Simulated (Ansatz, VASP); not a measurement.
**Two plane-wave programs on YLuN2**

The input INCAR:

```
  PREC = Accurate
  ENCUT = 520
  EDIFF = 1E-7
  ISMEAR = -1
  SIGMA = 0.02
  LREAL = F
  LASPH = T
  NELM = 60
  ALGO = Normal
  ISIF = 2
  LWAVE = F
  LCHARG = F
  GGA = PE
  NBANDS = 31
```

The input KPOINTS:

```
Automatic mesh
0
Gamma
  6 6 4
```

File POSCAR:

```
YLuN2
1.0
    3.4555851500      0.0000000000      0.0000000000
    0.0000000000      3.4555851500      0.0000000000
    0.0000000000      0.0000000000      4.8837267478
Y N Lu
1 2 1
Direct
    0.0000000000      0.0000000000      0.0000000000
    0.0000000000      0.0000000000      0.5000000000
    0.5000000000      0.5000000000      0.0000000000
    0.5000000000      0.5000000000      0.5000000000
```

Input for Ansatz:

```yaml
crystal:
  lattice:
    - [3.45558515, 0.0, 0.0]
    - [0.0, 3.45558515, 0.0]
    - [0.0, 0.0, 4.8837267478]
  atoms:
    - { symbol: "Y", position: [0.0, 0.0, 0.0] }
    - { symbol: "N", position: [0.0, 0.0, 0.5] }
    - { symbol: Lu, position: [0.5, 0.5, 0.5] }
    - { symbol: "N", position: [0.5, 0.5, 0.0] }
kpoints:
  mp_grid: { grid: [6, 6, 4] }
hamiltonian:
  xc: pbe
scf:
  occupations: { method: fermi_dirac, width: 0.02 }
  n_extra_bands: 5
output:
  forces: true
  stress: true
  eigenvalues: true
```

Alike in both runs: task single point; functional PBE; k mesh 6 × 6 × 4; occupations fermi-dirac, width 0.02 eV; no spin polarisation.

```csv
,VASP,Ansatz
version,VASP 6.6.1,Ansatz 0.2.0
potentials or method,"VASP PAW PBE potentials, release 64 (Y_sv, N, Lu)","plane waves, PAW"
plane-wave cutoff (eV),520,420
valence electrons in the cell,46,46
```

Ansatz gave:

| Quantity | Value |
| --- | --- |
| pressure (GPa) | -4.6 |

Task: Estimate VASP's values.

Result: Pressure (GPa): -4.3.

Neither program's run includes spin-orbit coupling.
